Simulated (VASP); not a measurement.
# Ge (P6_3/mmc) in VASP: further runs, part 2 of 2

VASP 6.6.1.

**3. Single point, r2SCAN (strain +0.015 along x and y, -0.030 along z)**

File POSCAR:

```
Ge
1.0
    4.0555834319      0.0000000000      0.0000000000
   -2.0277917160      3.5122382792      0.0000000000
    0.0000000000      0.0000000000      6.4046296298
Ge
4
Direct
    0.6666666667      0.3333333333      0.0629814339
    0.3333333333      0.6666666667      0.5629814339
    0.6666666667      0.3333333333      0.4370185661
    0.3333333333      0.6666666667      0.9370185661
```

File INCAR.step1:

```
SYSTEM = Ge
ALGO = Normal
EDIFF = 1E-4
ENCUT = 520
GGA = PE
ISMEAR = 0
LASPH = .TRUE.
LCHARG = .FALSE.
LREAL = .FALSE.
LWAVE = .TRUE.
NBANDS = 36
NELM = 100
PREC = Accurate
SIGMA = 0.03
```

File INCAR.step2:

```
SYSTEM = Ge
ALGO = Normal
EDIFF = 1E-6
ENCUT = 520
ISIF = 2
ISMEAR = 0
ISTART = 1
LASPH = .TRUE.
LCHARG = .TRUE.
LELF = .TRUE.
LMIXTAU = .TRUE.
LREAL = .FALSE.
LVHAR = .TRUE.
LWAVE = .FALSE.
METAGGA = R2SCAN
NBANDS = 36
NELM = 100
PREC = Accurate
SIGMA = 0.03
```

File KPOINTS:

```
k-points
0
G
  12 12 6
  0 0 0
```

Potentials or basis: VASP PAW PBE potentials, release 64 (Ge_d).

Command:

```sh
cat potpaw_PBE.64/Ge_d/POTCAR > POTCAR
cp INCAR.step1 INCAR
mpirun -np 1 vasp_std > vasp.out
cp INCAR.step2 INCAR
mpirun -np 1 vasp_std > vasp.out
```

Run time: 14 min. Hardware: 1 thread of Oxide Virtual Turin-like, shared host; peak memory 0.29 GiB.

The run converged. Its results:

```
Free energy            : -55.3428 eV
Pressure               : 0.4 GPa
Largest force          : 0.475 eV/Å
Band gap on the k mesh : zero (band 28 reaches 4.93 eV, above the bottom of band 29 at 4.70 eV)
```

Forces in eV/Å, atoms in the order of the input:
```
Ge   0.000  0.000 -0.475
Ge   0.000  0.000 -0.475
Ge   0.000  0.000  0.475
Ge   0.000  0.000  0.475
```

Stress tensor (GPa, compression positive):
```
-2.60  0.00  0.00
 0.00 -2.60  0.00
 0.00  0.00  6.44
```

Levels at points of the mesh, in eV from the Fermi level:
```tsv
k point	band 24	band 25	band 26	band 27	band 28	band 29	band 30	band 31	band 32	band 33
(0.00, 0.00, 0.00)	-1.80	-1.80	-0.25	-0.17	0.14	0.14	0.43	2.15	2.15	3.43
(0.50, 0.00, 0.00)	-6.78	-4.83	-3.38	-2.99	-1.43	0.53	2.07	3.76	3.91	5.23
(0.00, 0.00, 0.50)	-4.83	-1.07	-1.07	-1.07	-1.07	0.67	0.67	3.45	3.45	3.45
(0.50, 0.00, 0.50)	-8.11	-2.61	-2.61	-2.53	-2.53	0.77	0.77	2.53	2.53	6.51
```

Caveat: the cell differs from its parent crystal (strain +0.015 along x and y, -0.030 along z); the PAW data sets were made with another functional, which shifts forces and pressure a little.

**4. Single point, r2SCAN (strain +0.000 along x and y, +0.015 along z)**

File POSCAR:

```
Ge
1.0
    3.9956487014      0.0000000000      0.0000000000
   -1.9978243507      3.4603332800      0.0000000000
    0.0000000000      0.0000000000      6.7017516230
Ge
4
Direct
    0.6666666667      0.3333333333      0.0629814339
    0.3333333333      0.6666666667      0.5629814339
    0.6666666667      0.3333333333      0.4370185661
    0.3333333333      0.6666666667      0.9370185661
```

File INCAR.step1:

```
ALGO = Normal ; EDIFF = 1E-4
ENCUT = 520 ; GGA = PE
ISMEAR = 0 ; LASPH = T
LCHARG = F ; LREAL = F
LWAVE = T ; NBANDS = 36
NELM = 60 ; PREC = Accurate
SIGMA = 0.03
```

File INCAR.step2:

```
ALGO = Normal ; EDIFF = 1E-6
ENCUT = 520 ; ISIF = 2
ISMEAR = 0 ; ISTART = 1
LASPH = T ; LCHARG = T
LELF = T ; LMIXTAU = T
LREAL = F ; LVHAR = T
LWAVE = F ; METAGGA = R2SCAN
NBANDS = 36 ; NELM = 60
PREC = Accurate ; SIGMA = 0.03
```

File KPOINTS:

```
k-points
0
Gamma
  12 12 6
```

Command:

```sh
cat potpaw_PBE.64/Ge_d/POTCAR > POTCAR
cp INCAR.step1 INCAR
mpirun -np 1 vasp_std > vasp.out
cp INCAR.step2 INCAR
mpirun -np 1 vasp_std > vasp.out
```

Run time: 20 min. Hardware: 1 thread of Oxide Virtual Turin-like, shared host; peak memory 0.29 GiB.

It converged, with:

```yaml
Free_energy: -55.4080 eV
Pressure: -1.0 GPa
Largest_force: 0.116 eV/Å
Band_gap_on_the_k_mesh: 0.04 eV, direct
```

Forces in eV/Å, atoms in the order of the input:
```
Ge   0.000  0.000  0.116
Ge   0.000  0.000  0.116
Ge   0.000  0.000 -0.116
Ge   0.000  0.000 -0.116
```

Stress tensor (GPa, compression positive):
```
-0.08  0.00  0.00
 0.00 -0.08  0.00
 0.00  0.00 -2.73
```

Levels at points of the mesh, in eV from the valence-band top:
```tsv
k point	band 24	band 25	band 26	band 27	band 28	band 29	band 30	band 31	band 32	band 33
(0.00, 0.00, 0.00)	-1.57	-1.57	-0.31	0.00	0.00	0.04	0.19	2.39	2.39	2.68
(0.50, 0.00, 0.00)	-7.11	-4.77	-3.23	-2.94	-1.65	0.72	1.72	3.68	3.90	4.25
(0.00, 0.00, 0.50)	-5.07	-0.95	-0.95	-0.95	-0.95	0.91	0.91	3.50	3.50	3.50
(0.50, 0.00, 0.50)	-8.21	-2.78	-2.78	-2.58	-2.58	0.59	0.59	2.25	2.25	6.30
```

Caveat: the cell differs from its parent crystal (strain +0.000 along x and y, +0.015 along z); the PAW data sets were made with another functional, which shifts forces and pressure a little. A k mesh can miss the band edges.

**5. Single point, r2SCAN (strain -0.030 along x and y, +0.015 along z)**

Changes to POSCAR since step 4:

```diff
@@ -2,4 +2,4 @@
 1.0
-    3.9956487014      0.0000000000      0.0000000000
-   -1.9978243507      3.4603332800      0.0000000000
+    3.8757792404      0.0000000000      0.0000000000
+   -1.9378896202      3.3565232816      0.0000000000
     0.0000000000      0.0000000000      6.7017516230
```

File INCAR.step1:

```
SYSTEM = Ge
  ALGO = Normal
  EDIFF = 1E-4
  ENCUT = 520
  GGA = PE
  ISMEAR = 0
  LASPH = .TRUE.
  LCHARG = .FALSE.
  LREAL = .FALSE.
  LWAVE = .TRUE.
  NBANDS = 36
  NELM = 60
  PREC = Accurate
  SIGMA = 0.03
```

File INCAR.step2:

```
SYSTEM = Ge
  ALGO = Normal
  EDIFF = 1E-6
  ENCUT = 520
  ISIF = 2
  ISMEAR = 0
  ISTART = 1
  LASPH = .TRUE.
  LCHARG = .FALSE.
  LMIXTAU = .TRUE.
  LREAL = .FALSE.
  LWAVE = .FALSE.
  METAGGA = R2SCAN
  NBANDS = 36
  NELM = 60
  PREC = Accurate
  SIGMA = 0.03
```

File KPOINTS:

```
k-points
0
G
  12 12 6
  0 0 0
```

Command:

```sh
cat potpaw_PBE.64/Ge_d/POTCAR > POTCAR
cp INCAR.step1 INCAR
mpirun -np 1 vasp_std > vasp.out
cp INCAR.step2 INCAR
mpirun -np 1 vasp_std > vasp.out
```

It took 15 min on 1 thread of Oxide Virtual Turin-like, shared host; peak memory 0.28 GiB.

It converged, with:

```
Free energy            : -55.2929 eV
Pressure               : 4.0 GPa
Largest force          : 0.443 eV/Å
Band gap on the k mesh : 0.31 eV, indirect (the least direct gap lies 2.2 meV higher)
```

Forces on the atoms (eV/Å):
```
Ge   0.000  0.000  0.443
Ge   0.000  0.000  0.443
Ge   0.000  0.000 -0.443
Ge   0.000  0.000 -0.443
```

Stress tensor (GPa, compression positive):
```
 7.08  0.00  0.00
 0.00  7.08  0.00
 0.00  0.00 -2.23
```

Levels at points of the mesh, in eV from the valence-band top:
| k point | band 24 | band 25 | band 26 | band 27 | band 28 | band 29 | band 30 | band 31 | band 32 | band 33 |
| --- | --- | --- | --- | --- | --- | --- | --- | --- | --- | --- |
| (0.00, 0.00, 0.00) | -1.53 | -1.53 | -0.42 | 0.00 | 0.00 | 0.31 | 0.68 | 2.55 | 2.55 | 2.65 |
| (0.50, 0.00, 0.00) | -7.44 | -5.07 | -3.37 | -3.15 | -1.83 | 0.79 | 1.79 | 3.57 | 3.97 | 4.03 |
| (0.00, 0.00, 0.50) | -5.32 | -0.92 | -0.92 | -0.92 | -0.92 | 1.37 | 1.37 | 3.63 | 3.63 | 3.63 |
| (0.50, 0.00, 0.50) | -8.53 | -3.06 | -3.06 | -2.73 | -2.73 | 0.56 | 0.56 | 2.12 | 2.12 | 6.45 |

Caveat: the cell differs from its parent crystal (strain -0.030 along x and y, +0.015 along z); the PAW data sets were made with another functional, which shifts forces and pressure a little.

**6. Single point, r2SCAN (strain -0.015 along x and y, -0.015 along z)**

File POSCAR:

```
Ge
1.0
    3.9357139709      0.0000000000      0.0000000000
   -1.9678569854      3.4084282808      0.0000000000
    0.0000000000      0.0000000000      6.5036702942
Ge
4
Direct
    0.6666666667      0.3333333333      0.0629814339
    0.3333333333      0.6666666667      0.5629814339
    0.6666666667      0.3333333333      0.4370185661
    0.3333333333      0.6666666667      0.9370185661
```

File INCAR.step1:

```
SYSTEM = Ge
ALGO = Normal ; EDIFF = 1E-4
ENCUT = 520 ; GGA = PE
ISMEAR = 0 ; LASPH = .TRUE.
LCHARG = .FALSE. ; LREAL = .FALSE.
LWAVE = .TRUE. ; NBANDS = 36
NELM = 60 ; PREC = Accurate
SIGMA = 0.03
```

File INCAR.step2:

```
SYSTEM = Ge
ALGO = Normal ; EDIFF = 1E-7
ENCUT = 520 ; ISIF = 2
ISMEAR = 0 ; ISTART = 1
LASPH = .TRUE. ; LCHARG = .FALSE.
LMIXTAU = .TRUE. ; LREAL = .FALSE.
LWAVE = .FALSE. ; METAGGA = R2SCAN
NBANDS = 36 ; NELM = 60
PREC = Accurate ; SIGMA = 0.03
```

KPOINTS is that of step 5.

Potentials or basis: VASP PAW PBE potentials, release 64 (Ge_d).

Command:

```sh
cat potpaw_PBE.64/Ge_d/POTCAR > POTCAR
cp INCAR.step1 INCAR
mpirun -np 1 vasp_std > vasp.out
cp INCAR.step2 INCAR
mpirun -np 1 vasp_std > vasp.out
```

OUTCAR:

```text
SYSTEM = Ge
   EDIFF = 1E-7
   ENCUT = 520
   ISIF = 2
   ISMEAR = 0
   ISTART = 1
   LASPH = .TRUE.
   LREAL = .FALSE.
   METAGGA = R2SCAN
   NELM = 60
   PREC = Accurate

 ion  position               nearest neighbor table
   1  0.667  0.333  0.063-   4 2.42   4 2.42   4 2.42   3 2.43
   2  0.333  0.667  0.563-   3 2.42   3 2.42   3 2.42   4 2.43
   3  0.667  0.333  0.437-   2 2.42   2 2.42   2 2.42   1 2.43
   4  0.333  0.667  0.937-   1 2.42   1 2.42   1 2.42   2 2.43

  LATTYP: Found a hexagonal cell.
 ALAT       =     3.9357139709
[... 1130 lines left out ...]
     36      13.5827      0.00000

 [... further k-points ...]
[... 5 lines left out ...]
  --------------------------------------------------------------------------------------
  -------------------------------------------------------------------------------------
  Total        1.9897996      1.9897996      2.0025221      0.0000000      0.0000000      0.0000000
  in kB       36.5412768     36.5412768     36.7749157      0.0000000      0.0000000      0.0000000
  external PRESSURE =      36.6191565 kB  Pullay stress =       0.0000000 kB

 VOLUME and BASIS-vectors are now :
 -----------------------------------------------------------------------------
  energy-cutoff  :      520.00
  volume of cell :       87.24
      direct lattice vectors                 reciprocal lattice vectors
     3.935713971  0.000000000  0.000000000     0.254083505  0.146695180  0.000000000
    -1.967856985  3.408428281  0.000000000     0.000000000  0.293390360  0.000000000
     0.000000000  0.000000000  6.503670294     0.000000000  0.000000000  0.153759332

 POSITION                                       TOTAL-FORCE (eV/Angst)
 -----------------------------------------------------------------------------------
      1.96786      1.13614      0.40961        -0.000000      0.000000      0.024052
     -0.00000      2.27229      3.66145         0.000000      0.000000      0.024052
      1.96786      1.13614      2.84222        -0.000000      0.000000     -0.024052
     -0.00000      2.27229      6.09406         0.000000     -0.000000     -0.024052
 -----------------------------------------------------------------------------------
    total drift:                               -0.000000      0.000000     -0.000000

  FREE ENERGIE OF THE ION-ELECTRON SYSTEM (eV)
  ---------------------------------------------------
  free  energy   TOTEN  =       -55.3717134884 eV

  energy  without entropy=      -55.3717134873  energy(sigma->0) =      -55.37171349
```

Run time: 21 min. Hardware: 1 thread of Oxide Virtual Turin-like, shared host; peak memory 0.28 GiB.

What came out:

```
Free energy            : -55.3717 eV
Pressure               : 3.7 GPa
Largest force          : 0.024 eV/Å
Band gap on the k mesh : 0.20 eV, direct
```

Forces on the atoms (eV/Å):
```
Ge   0.000  0.000  0.024
Ge   0.000  0.000  0.024
Ge   0.000  0.000 -0.024
Ge   0.000  0.000 -0.024
```

Caveat: the cell differs from its parent crystal (strain -0.015 along x and y, -0.015 along z); the PAW data sets were made with another functional, which shifts forces and pressure a little. A k mesh can miss the band edges.

**7. Overview**

| cell | gap on the mesh (eV) | pressure (GPa) | largest force (eV/Å) |
| --- | --- | --- | --- |
| a = 3.936, b = 3.936, c = 6.702 Å, angles 90.0, 90.0, 120.0°, 4 atoms | 0.21 | 1.3 | 0.27 |
| a = 4.056, b = 4.056, c = 6.405 Å, angles 90.0, 90.0, 120.0°, 4 atoms | none | 0.4 | 0.47 |
| a = 3.996, b = 3.996, c = 6.702 Å, angles 90.0, 90.0, 120.0°, 4 atoms | 0.04 | -1.0 | 0.12 |
| a = 3.876, b = 3.876, c = 6.702 Å, angles 90.0, 90.0, 120.0°, 4 atoms | 0.31 | 4.0 | 0.44 |
| a = 3.936, b = 3.936, c = 6.504 Å, angles 90.0, 90.0, 120.0°, 4 atoms | 0.20 | 3.7 | 0.02 |

Alike in all rows: task single point; level r2SCAN; potentials or basis VASP PAW PBE potentials, release 64 (Ge_d); no spin polarisation; k mesh 12 × 12 × 6; cutoff (eV) 520; smearing gaussian 0.03 eV.

Caveats: the PAW data sets were made with another functional, which shifts forces and pressure a little.

Absolute energies hang on the potentials; compare differences alone.
